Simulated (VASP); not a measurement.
# SnCl3 (Pm-3m) in VASP: a series of runs, part 2 of 2

VASP 6.6.1.

### Step 5. Single point, PBE (31.32 Å³/atom)

This run uses another cell than the first one, of 31.32 Å³/atom.

File INCAR:

```
SYSTEM = SnCl3
  PREC = Accurate
  ENCUT = 520
  EDIFF = 1E-6
  ISMEAR = 0
  SIGMA = 0.1
  LREAL = .False.
  LASPH = .True.
  NELM = 80
  ALGO = Normal
  ISIF = 2
  LWAVE = .False.
  LCHARG = .False.
  GGA = PE
  NBANDS = 26
```

File KPOINTS:

```
regular mesh
0
Gamma
  10 10 10
  0 0 0
```

File POSCAR:

```
SnCl3
1.0
    5.0035295519      0.0000000000      0.0000000000
    0.0000000000      5.0035295519      0.0000000000
    0.0000000000      0.0000000000      5.0035295519
Sn Cl
1 3
Direct
    0.5000000000      0.5000000000      0.5000000000
    0.0000000000      0.5000000000      0.5000000000
    0.5000000000      0.0000000000      0.5000000000
    0.5000000000      0.5000000000      0.0000000000
```

Potentials or basis: VASP PAW PBE potentials, release 64 (Sn_d, Cl).

On the command line:

```sh
$ cat potpaw_PBE.64/Sn_d/POTCAR potpaw_PBE.64/Cl/POTCAR > POTCAR
$ mpirun -np 1 vasp_std > vasp.out
```

OUTCAR:

```text
SYSTEM = SnCl3
   PREC = Accurate
   ENCUT = 520
   EDIFF = 1E-6
   ISMEAR = 0
   LREAL = .False.
   LASPH = .True.
   NELM = 80
   ISIF = 2
   GGA = PE

 ion  position               nearest neighbor table
   1  0.500  0.500  0.500-   2 2.50   3 2.50   4 2.50   4 2.50   3 2.50   2 2.50
   2  0.000  0.500  0.500-   1 2.50   1 2.50
   3  0.500  0.000  0.500-   1 2.50   1 2.50
   4  0.500  0.500  0.000-   1 2.50   1 2.50

  LATTYP: Found a simple cubic cell.
 ALAT       =     5.0035295519

  Lattice vectors:

 A1 = (   5.0035295519,   0.0000000000,   0.0000000000)
 A2 = (   0.0000000000,   5.0035295519,   0.0000000000)
 A3 = (   0.0000000000,   0.0000000000,   5.0035295519)

Analysis of symmetry for initial positions (statically):
=====================================================================
 Subroutine PRICEL returns:
 Original cell was already a primitive cell.

 Routine SETGRP: Setting up the symmetry group for a
 simple cubic supercell.

 Subroutine GETGRP returns: Found 48 space group operations
 (whereof 48 operations were pure point group operations)
 out of a pool of 48 trial point group operations.

The static configuration has the point symmetry O_h .

Analysis of symmetry for dynamics (positions and initial velocities):
=====================================================================
 Subroutine PRICEL returns:
 Original cell was already a primitive cell.

 Routine SETGRP: Setting up the symmetry group for a
 simple cubic supercell.

 Subroutine GETGRP returns: Found 48 space group operations
 (whereof 48 operations were pure point group operations)
 out of a pool of 48 trial point group operations.

The dynamic configuration has the point symmetry O_h .

 Subroutine INISYM returns: Found 48 space group operations
 (whereof 48 operations are pure point group operations),
 and found     1 'primitive' translations

[... 115 lines left out ...]
   IALGO  =     38    algorithm
   IMIX   =      4    mixing-type and parameters
     AMIX     =   0.40;   BMIX     =  1.00
     AMIX_MAG =   1.60;   BMIX_MAG =  1.00
  volume/ion in A,a.u.               =      31.32       211.33
  Fermi-wavevector in a.u.,A,eV,Ry     =   1.070256  2.022491 15.584768  1.145448
  Thomas-Fermi vector in A             =   2.205961
   LORBIT       =      0    0 simple, 1 ext, 2 COOP (PROOUT), +10 PAW based schemes
   GGA     = PE    functional components
   LHFCALC =     F    Hartree Fock is set to
   AEXX    =    0.0000 exact exchange contribution
   IVDW    =     0    specifies the selected vdW correction
   LEPSILON=     F    determine dielectric tensor
   LRPA    =     F    only Hartree local field effects (RPA)
 non-spin polarized calculation
 Gauss-broadening in eV      SIGMA  =   0.10
  energy-cutoff  :      520.00
  volume of cell :      125.26
 maximum number of plane-waves:      3407
 NGX is ok and might be reduce to    40
   NGX = 19   NGY = 19   NGZ = 19

 number of electron      34.9999998 magnetization

 Free energy of the ion-electron system (eV)
  ---------------------------------------------------
  ext. energy  EPLUGINS =         0.00000000
  ---------------------------------------------------
  free energy    TOTEN  =       -12.44222140 eV

  energy without entropy =      -12.43929440  energy(sigma->0) =      -12.44075790

 E-fermi :   1.4738     XC(G=0):  -7.5360

 val. band max:        1.4348057102   @ k =   0.4000   0.2000   0.2000
 cond. band min:       1.4766596644   @ k =   0.5000   0.1000   0.1000
 fundamental gap:      0.0418539542
 Fermi energy:         1.4738328760

 k-point     1 :       0.0000    0.0000    0.0000
  band No.  band energies     occupation
      1     -20.5556      2.00000
      2     -20.5556      2.00000
      3     -20.3788      2.00000
      4     -20.3788      2.00000
      5     -20.3788      2.00000
      6     -14.7498      2.00000
[... 685 lines left out ...]
     25       9.9984      0.00000
     26      10.0646      0.00000

 [... further k-points ...]

------------------------ aborting loop because EDIFF is reached ----------------------------------------

  FORCE on cell =-STRESS in cart. coord.  units (eV):
  Direction    XX          YY          ZZ          XY          YZ          ZX
  --------------------------------------------------------------------------------------
  -------------------------------------------------------------------------------------
  Total        4.3619217      4.3619217      4.3619217      0.0000000     -0.0000000      0.0000000
  in kB       55.7903447     55.7903447     55.7903447      0.0000000     -0.0000000      0.0000000
  external PRESSURE =      55.7903447 kB  Pullay stress =       0.0000000 kB

 VOLUME and BASIS-vectors are now :
 -----------------------------------------------------------------------------
  energy-cutoff  :      520.00
  volume of cell :      125.26
      direct lattice vectors                 reciprocal lattice vectors
     5.003529552  0.000000000  0.000000000     0.199858918  0.000000000  0.000000000
     0.000000000  5.003529552  0.000000000     0.000000000  0.199858918  0.000000000
     0.000000000  0.000000000  5.003529552     0.000000000  0.000000000  0.199858918

 POSITION                                       TOTAL-FORCE (eV/Angst)
 -----------------------------------------------------------------------------------
      2.50176      2.50176      2.50176         0.000000      0.000000      0.000000
      0.00000      2.50176      2.50176         0.000000      0.000000      0.000000
      2.50176      0.00000      2.50176         0.000000      0.000000      0.000000
      2.50176      2.50176      0.00000         0.000000      0.000000      0.000000
 -----------------------------------------------------------------------------------
    total drift:                               -0.000000      0.000000     -0.000000

  FREE ENERGIE OF THE ION-ELECTRON SYSTEM (eV)
  ---------------------------------------------------
  free  energy   TOTEN  =       -12.4422214038 eV

  energy  without entropy=      -12.4392944015  energy(sigma->0) =      -12.44075790
```

Wall time 4.4 min (1 thread of Intel Xeon 8259CL, shared host); peak memory 0.33 GiB.

Results:

- Free energy: -12.4422 eV
- Pressure: 5.6 GPa
- Band gap on the k mesh: zero (an odd number of electrons rules out a gap without spin polarisation)

Levels at points of the mesh, in eV from the Fermi level:
```
           k point  band 14  band 15  band 16  band 17  band 18  band 19  band 20  band 21
(0.00, 0.00, 0.00)    -2.55    -2.55    -2.54    -2.54    -2.54     4.73     6.84     6.84
(0.50, 0.00, 0.00)    -2.86    -2.68    -2.53    -2.53    -0.13     3.95     6.65     6.70
(0.50, 0.50, 0.00)    -3.08    -2.84    -2.84    -1.83     1.74     3.18     3.18     6.36
(0.50, 0.50, 0.50)    -3.24    -1.82    -1.82    -1.82     2.39     2.39     2.39     3.63
```

Caveat: the cell stands under pressure; spin-orbit coupling is left out, which moves the levels of the heavy elements; an odd number of electrons without spin polarisation forces a metal; a magnetic or distorted state may lie lower.

### Step 6. Overview

| task | cell | k mesh | cutoff (eV) | gap on the mesh (eV) | pressure (GPa) |
| --- | --- | --- | --- | --- | --- |
| single point | a = 4.971 Å, 4 atoms | 4 × 4 × 4 | 520 | none | 6.6 |
| single point | a = 5.214 Å, 4 atoms | 4 × 4 × 4 | 520 | none | 0.0 |
| relaxation of cell and atoms | relaxed from a = 4.971 Å, 4 atoms | 4 × 4 × 4 | 600 | none | 0.0 |
| single point | a = 5.004 Å, 4 atoms | 10 × 10 × 10 | 520 | none | 5.6 |

Alike in all rows: level PBE; potentials or basis VASP PAW PBE potentials, release 64 (Sn_d, Cl); no spin polarisation; smearing gaussian 0.1 eV.

Caveats: spin-orbit coupling is left out, which moves the levels of the heavy elements; an odd number of electrons without spin polarisation forces a metal; a magnetic or distorted state may lie lower; the cell stands under pressure (at least some runs); the volume moved by over 15 % at a fixed basis, so the end points are rough (at least some runs).

Total energies depend on the potentials used, so only differences within one code and one set of settings carry meaning.

The gap in the log of VASP goes by the Fermi energy; the results here count the filled bands.